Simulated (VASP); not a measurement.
A run of VASP 6.6.1 is set up as follows.

Contents of POSCAR:

```
BaTiO3
1.0
    4.0720311100      0.0000000000      0.0000000000
    0.0000000000      4.0720311100      0.0000000000
    0.0000000000      0.0000000000      4.0720311100
Ba O Ti
1 3 1
Direct
    0.0000000000      0.0000000000      0.0000000000
    0.5000000000      0.5000000000      0.0000000000
    0.0000000000      0.5000000000      0.5000000000
    0.5000000000      0.0000000000      0.5000000000
    0.5000000000      0.5000000000      0.5000000000
```

The input INCAR.step1:

```
SYSTEM = BaTiO3
  ALGO = Normal
  EDIFF = 1E-4
  ENCUT = 600
  GGA = PE
  ISMEAR = 1
  LASPH = .True.
  LCHARG = .False.
  LREAL = .False.
  LWAVE = .True.
  NELM = 80
  PREC = Accurate
  SIGMA = 0.1
```

INCAR.step2

```
SYSTEM = BaTiO3
  ALGO = Normal
  EDIFF = 1E-6
  EDIFFG = -0.01
  ENCUT = 600
  IBRION = 2
  ISIF = 3
  ISMEAR = 1
  ISTART = 1
  LASPH = .True.
  LCHARG = .False.
  LMIXTAU = .True.
  LREAL = .False.
  LWAVE = .False.
  METAGGA = R2SCAN
  NELM = 80
  NSW = 60
  PREC = Accurate
  SIGMA = 0.1
```

File KPOINTS:

```
k-points
0
Gamma
  5 5 5
  0 0 0
```

Potentials or basis: VASP PAW PBE potentials, release 64 (Ba_sv, O, Ti_sv).

Run with:

```sh
$ cat potpaw_PBE.64/Ba_sv/POTCAR potpaw_PBE.64/O/POTCAR potpaw_PBE.64/Ti_sv/POTCAR > POTCAR
$ cp INCAR.step1 INCAR
$ mpirun -np 1 vasp_std > vasp.out
$ cp INCAR.step2 INCAR
$ mpirun -np 1 vasp_std > vasp.out
```

(1) What does it give for the band gap on the k mesh?

(2) Estimate the relaxed volume.

Results:

(1) 2.24 eV (least direct gap 2.28 eV).

(2) 12.88 Å³/atom.

Caveat: the PAW data sets were made with another functional, which shifts forces and pressure a little; spin-orbit coupling is left out, which moves the levels of the heavy elements; an odd mesh through Γ misses points on the zone boundary, where band edges can lie.
